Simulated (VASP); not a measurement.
Wanted: the native input for a VASP 6.6.1 run.

```yaml
Task: single point
Functional: PBE
Potentials_or_basis: VASP PAW PBE potentials, release 64 (Si, Mo_sv)
Cutoff: 520 eV
k_mesh: 10 × 10 × 4
Occupations: gaussian, width 0.1 eV
Spin: no spin polarisation
Dipole_correction: no
k_mesh_for_the_DOS: 15 × 15 × 6
Occupations_for_the_DOS: tetrahedron
Further_INCAR_settings: ALGO = Fast; EDIFF = 1e-06; NBANDS = 46
```

Crystal: SiMo5.

```xyz
6
Lattice="3.1775 0.0000 0.0000 0.0000 3.1775 0.0000 0.0000 0.0000 9.0471" Properties=species:S:1:pos:R:3 pbc="T T T"
Si    0.0000    0.0000    0.0000
Mo    0.0000    0.0000    6.0811
Mo    1.5887    1.5887    7.6171
Mo    0.0000    0.0000    2.9661
Mo    1.5887    1.5887    1.4300
Mo    1.5887    1.5887    4.5236
```

These files were run (other wordings do the same):

POSCAR

```
SiMo5
1.0
    3.1774865078      0.0000000000      0.0000000000
    0.0000000000      3.1774865078      0.0000000000
    0.0000000000      0.0000000000      9.0471169794
Si Mo
1 5
Direct
    0.0000000000      0.0000000000      0.0000000000
    0.0000000000      0.0000000000      0.6721540281
    0.5000000000      0.5000000000      0.8419362110
    0.0000000000      0.0000000000      0.3278459719
    0.5000000000      0.5000000000      0.1580637890
    0.5000000000      0.5000000000      0.5000000000
```

INCAR.step1

```
PREC = Accurate
ENCUT = 520
EDIFF = 1E-6
ISMEAR = 0
SIGMA = 0.1
LREAL = False
LASPH = True
NELM = 100
ALGO = Fast
ISIF = 2
LWAVE = False
LCHARG = True
LMAXMIX = 4
GGA = PE
NBANDS = 46
```

KPOINTS.step1

```
regular mesh
0
Gamma
  10 10 4
```

INCAR.step2

```
PREC = Accurate
ENCUT = 520
EDIFF = 1E-6
ISMEAR = -5
SIGMA = 0.1
LREAL = False
LASPH = True
NELM = 100
ALGO = Fast
ISIF = 2
LWAVE = False
LCHARG = False
LMAXMIX = 4
GGA = PE
LORBIT = 10
NBANDS = 46
NEDOS = 1001
ICHARG = 11
```

KPOINTS.step2

```
regular mesh
0
Gamma
  15 15 6
```

Potentials or basis: VASP PAW PBE potentials, release 64 (Si, Mo_sv).

Run with:

```bash
$ cat potpaw_PBE.64/Si/POTCAR potpaw_PBE.64/Mo_sv/POTCAR > POTCAR
$ cp INCAR.step1 INCAR
$ cp KPOINTS.step1 KPOINTS
$ mpirun -np 1 vasp_std > vasp.out
$ cp INCAR.step2 INCAR
$ cp KPOINTS.step2 KPOINTS
$ mpirun -np 1 vasp_std > vasp.out
```

It gave:

```yaml
Valence_electrons_inside_the_program's_atomic_spheres: Si 1.60; Mo 12.50, 12.54, 12.47 (each value once)
```

Wall time 10 min on 1 thread of Oxide Virtual Turin-like Processor, on a shared host, peak memory 0.47 GiB.
